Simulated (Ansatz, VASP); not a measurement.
# Al7Cu: VASP beside Ansatz

File INCAR:

```
ALGO = Normal ; EDIFF = 1E-6
ENCUT = 520 ; GGA = PE
ISIF = 2 ; ISMEAR = 0
LASPH = T ; LCHARG = F
LREAL = F ; LWAVE = F
NBANDS = 26 ; NELM = 100
PREC = Accurate ; SIGMA = 0.1
```

Contents of KPOINTS:

```
k-points
0
Gamma
  8 8 8
```

Contents of POSCAR:

```
Al7Cu
1.0
    0.0000000000      3.9797635600      3.9797635600
    3.9797635600      0.0000000000      3.9797635600
    3.9797635600      3.9797635600      0.0000000000
Al Cu
7 1
Direct
    0.5000000000      0.0000000000      0.0000000000
    0.0000000000      0.5000000000      0.5000000000
    0.0000000000      0.5000000000      0.0000000000
    0.5000000000      0.0000000000      0.5000000000
    0.0000000000      0.0000000000      0.5000000000
    0.5000000000      0.5000000000      0.0000000000
    0.0000000000      0.0000000000      0.0000000000
    0.5000000000      0.5000000000      0.5000000000
```

Input for Ansatz:

```yaml
crystal:
  lattice:
    - [0.0, 3.97976356, 3.97976356]
    - [3.97976356, 0.0, 3.97976356]
    - [3.97976356, 3.97976356, 0.0]
  atoms:
    - { symbol: Al, position: [0.5, 0.0, 0.0] }
    - { symbol: Al, position: [0.0, 0.5, 0.5] }
    - { symbol: Al, position: [0.0, 0.5, 0.0] }
    - { symbol: Al, position: [0.5, 0.0, 0.5] }
    - { symbol: Al, position: [0.0, 0.0, 0.5] }
    - { symbol: Al, position: [0.5, 0.5, 0.0] }
    - { symbol: Al, position: [0.0, 0.0, 0.0] }
    - { symbol: Cu, position: [0.5, 0.5, 0.5] }
basis:
  ecutwfc: 420
kpoints:
  mp_grid: { grid: [8, 8, 8] }
  band_path:
    path:
      - [[0.0, 0.0, 0.0], [0.5, 0.0, 0.5], [0.625, 0.25, 0.625]]
      - [[0.375, 0.375, 0.75], [0.0, 0.0, 0.0], [0.5, 0.5, 0.5], [0.5, 0.25, 0.75], [0.5, 0.0, 0.5]]
    npoints: 14
hamiltonian:
  xc: pbe
scf:
  occupations: { method: gaussian, width: 0.1 }
  n_extra_bands: 20
output:
  forces: true
  stress: true
  eigenvalues: true
  populations: true
  dos: { projected: true, de: 0.02, nscf_kmesh: { grid: [10, 10, 10] } }
  bader: true
```

Alike in both runs: task single point; functional PBE; k mesh 8 × 8 × 8; occupations gaussian, width 0.1 eV; no spin polarisation.

|  | VASP | Ansatz |
| --- | --- | --- |
| version | VASP 6.6.1 | Ansatz 0.2.0 |
| potentials or method | VASP PAW PBE potentials, release 64 (Al, Cu), cutoff 520 eV | scalar-relativistic, plane waves, PAW |
| valence electrons in the cell | 32 | 40 |

```csv
,VASP,Ansatz,Ansatz less VASP
gap on the k mesh at the Fermi level (eV),none,none,-
pressure (GPa),0.1,0.0,-0.12
```

A gap of «none» marks a metal or a gap that the smearing closes. With one functional, cell and mesh, what is left measures potentials, basis and numerics. VASP's potentials hold 32 valence electrons a cell and Ansatz's 40, so a difference there can come from the potentials and not from the codes.
